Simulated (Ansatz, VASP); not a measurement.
## ZnO2: VASP beside Ansatz

```xyz
12
Lattice="4.8689 0.0000 0.0000 0.0000 4.8689 0.0000 0.0000 0.0000 4.8689" Properties=species:S:1:pos:R:3 pbc="T T T"
Zn    2.4345    2.4345    0.0000
Zn    2.4345    0.0000    2.4345
Zn    0.0000    2.4345    2.4345
Zn    0.0000    0.0000    0.0000
O     0.4261    4.4428    2.0084
O     4.4428    2.0084    0.4261
O     2.0084    0.4261    4.4428
O     2.8605    2.8605    2.8605
O     4.4428    0.4261    2.8605
O     0.4261    2.8605    4.4428
O     2.8605    4.4428    0.4261
O     2.0084    2.0084    2.0084
```

Alike in both runs: functional PBEsol; k mesh 6 × 6 × 6; occupations gaussian, width 0.02 eV; no spin polarisation.

Ansatz relaxed the structure, and its values are those at the end. VASP's run is a single point on that final structure, the one shown.

|  | VASP | Ansatz |
| --- | --- | --- |
| version | VASP 6.6.1 | Ansatz 0.2.0 |
| potentials or method | VASP PAW PBE potentials, release 64 (Zn, O), cutoff 520 eV | scalar-relativistic, plane waves, PAW |
| valence electrons in the cell | 96 | 96 |

```csv
,VASP,Ansatz,Ansatz less VASP
gap on the k mesh at the Fermi level (eV),2.20,2.23,+0.029
least direct gap on the mesh (eV),2.35,2.38,+0.031
pressure (GPa),1.1,0.0,-1.12
rms of the force components (eV/Å),0.081,0.001,-0.0804
```

VASP's potentials were made for PBE, not for PBEsol.
